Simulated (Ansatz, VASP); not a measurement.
Zn4SeS3: VASP beside Ansatz

```xyz
8
Lattice="3.9074 0.0000 0.0000 0.0000 3.9074 0.0000 0.0000 0.0000 10.9707" Properties=species:S:1:pos:R:3 pbc="T T T"
Zn    1.9537    0.0000    9.6370
Zn    0.0000    1.9537    1.3338
Zn    1.9537    0.0000    4.0072
Zn    0.0000    1.9537    6.9635
Se    0.0000    0.0000    5.4854
S     0.0000    0.0000    0.0000
S     1.9537    1.9537    2.6688
S     1.9537    1.9537    8.3020
```

Alike in both runs: task relaxation of cell and atoms; functional PBE; k mesh 8 × 8 × 4; occupations gaussian, width 0.02 eV; no spin polarisation.

|  | VASP | Ansatz |
| --- | --- | --- |
| version | VASP 6.6.1 | Ansatz 0.2.0 |
| potentials or method | VASP PAW PBE potentials, release 64 (Zn, Se, S), cutoff 600 eV | scalar-relativistic, plane waves, PAW |
| valence electrons in the cell | 72 | 82 |

Ansatz gave:

```
gap on the k mesh at the Fermi level, each at its own relaxed structure (eV)  : 1.70
relaxed volume (Å³/atom)                                                      : 20.97
relaxed length of the cell vector where the two differ most in proportion (Å) : 3.901
```

What did VASP give for the same quantities?

gap on the k mesh at the Fermi level, each at its own relaxed structure (eV): 1.69; relaxed volume (Å³/atom): 21.02; relaxed length of the cell vector where the two differ most in proportion (Å): 3.904.

VASP's potentials hold 72 valence electrons a cell and Ansatz's 82, so a difference there can come from the potentials and not from the codes.
